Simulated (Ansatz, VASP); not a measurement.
Two plane-wave programs on BeTe

File POSCAR:

```
BeTe
1.0
    0.0000000000      2.7731250000      2.7731250000
    2.7731250000      0.0000000000      2.7731250000
    2.7731250000      2.7731250000      0.0000000000
Be Te
1 1
Direct
    0.0000000000      0.0000000000      0.0000000000
    0.2500000000      0.2500000000      0.2500000000
```

The input INCAR.step1:

```
ALGO     = Normal         # electronic algorithm
EDIFF    = 1E-4           # SCF threshold, eV
ENCUT    = 520            # plane-wave cutoff, eV
GGA      = PE             # functional
ISMEAR   = 0              # smearing method
ISPIN    = 2              # spin polarisation
LASPH    = T              # aspherical terms in the spheres
LCHARG   = F              # write CHGCAR
LREAL    = F              # projectors in reciprocal space
LWAVE    = T              # write WAVECAR
MAGMOM   = 0 0            # initial moments
NBANDS   = 15             # bands
NELM     = 150            # most SCF steps
PREC     = Accurate       # precision mode
SIGMA    = 0.0217         # smearing width, eV
```

Contents of INCAR.step2:

```
ALGO     = Normal         # electronic algorithm
EDIFF    = 1E-6           # SCF threshold, eV
ENCUT    = 520            # plane-wave cutoff, eV
ISIF     = 2              # what is computed and relaxed
ISMEAR   = 0              # smearing method
ISPIN    = 2              # spin polarisation
ISTART   = 1            
LASPH    = T              # aspherical terms in the spheres
LCHARG   = F              # write CHGCAR
LMIXTAU  = T            
LORBIT   = 11             # projections on sites
LREAL    = F              # projectors in reciprocal space
LWAVE    = F              # write WAVECAR
MAGMOM   = 0 0            # initial moments
METAGGA  = R2SCAN         # meta-GGA
NBANDS   = 15             # bands
NELM     = 150            # most SCF steps
PREC     = Accurate       # precision mode
SIGMA    = 0.0217         # smearing width, eV
```

KPOINTS

```
k-points
0
Gamma
  6 6 6
```

Input for Ansatz:

```yaml
crystal:
  lattice:
    - [0.0, 2.773125, 2.773125]
    - [2.773125, 0.0, 2.773125]
    - [2.773125, 2.773125, 0.0]
  atoms:
    - { symbol: Be, position: [0.0, 0.0, 0.0] }
    - { symbol: Te, position: [0.25, 0.25, 0.25] }
  symmetry: { tolerance: 0.0003 }
kpoints:
  mp_grid: { grid: [6, 6, 6], shift: [0, 0, 0] }
magnetization:
  spin_polarized: true
scf:
  occupations: { method: gaussian, width: 0.0217 }
  initial_density: { chi_scale: 0.0 }
hamiltonian:
  pseudopotentials: { kind: paw }
  xc: r2scan
basis:
  ecutwfc: 500
output:
  forces: true
  stress: true
  eigenvalues: true
accuracy: high
```

Alike in both runs: task single point; functional r2SCAN; k mesh 6 × 6 × 6; occupations gaussian, width 0.0217 eV; collinear spin.

```csv
,VASP,Ansatz
version,VASP 6.6.1,Ansatz 0.2.0
potentials or method,"VASP PAW PBE potentials, release 64 (Be, Te), cutoff 520 eV",PAW plane waves
valence electrons in the cell,8,18
```

```tsv
	VASP	Ansatz	Ansatz less VASP
gap on the k mesh at the Fermi level (eV)	2.22	2.23	+0.009
pressure (GPa)	4.2	4.0	-0.23
net moment per atom (μB)	0.00	0.00	0.000
```

VASP's potentials were made for PBE, not for r2SCAN. The functional is the same, so the differences come from potentials, cutoffs and numerics. VASP's potentials hold 8 valence electrons a cell and Ansatz's 18, so a difference there can come from the potentials and not from the codes. Ansatz's warnings: no starting moments.

Neither program's run includes spin-orbit coupling.
